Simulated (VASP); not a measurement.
SiC, 2 atoms in the cell. Symmetry: F-43m, No. 216, cubic system. The conventional cell has a = 4.298 Å, b = 4.298 Å, c = 4.298 Å, α = 90.00°, β = 90.00°, γ = 90.00°. Si (site symmetry -43m) has 4 C at 1.86 Å within 2.5 Å. C (site symmetry -43m) has 4 Si at 1.86 Å within 2.5 Å. 

- Program: VASP 6.6.1
- Task: phonons
- Functional: r2SCAN
- Potentials or basis: VASP PAW PBE potentials, release 64 (Si, C)
- Cutoff: 520 eV
- k mesh: 10 × 10 × 10
- Occupations: gaussian, width 0.01 eV
- Spin: no spin polarisation
- Dipole correction: no
- Further INCAR settings: ALGO = Normal; EDIFF = 1e-08; NBANDS = 11; IBRION = 6; POTIM = 0.015; NSW = 1

Potentials or basis: VASP PAW PBE potentials, release 64 (Si, C).

Run with:

```sh
$ cat potpaw_PBE.64/Si/POTCAR potpaw_PBE.64/C/POTCAR > POTCAR
$ mpirun -np 1 vasp_std > vasp.out
```

Hardware: 1 thread of Intel(R) Xeon(R) Platinum 8259CL CPU @ 2.50GHz (Skylake/Cascade Lake), with other jobs on the host.

Q: Estimate the wall time of this run.

A: Wall time 6.6 min on 1 thread of Intel(R) Xeon(R) Platinum 8259CL CPU @ 2.50GHz (Skylake/Cascade Lake) (shared host), peak memory 0.19 GiB. Counts: scf iterations 67, k points 47.
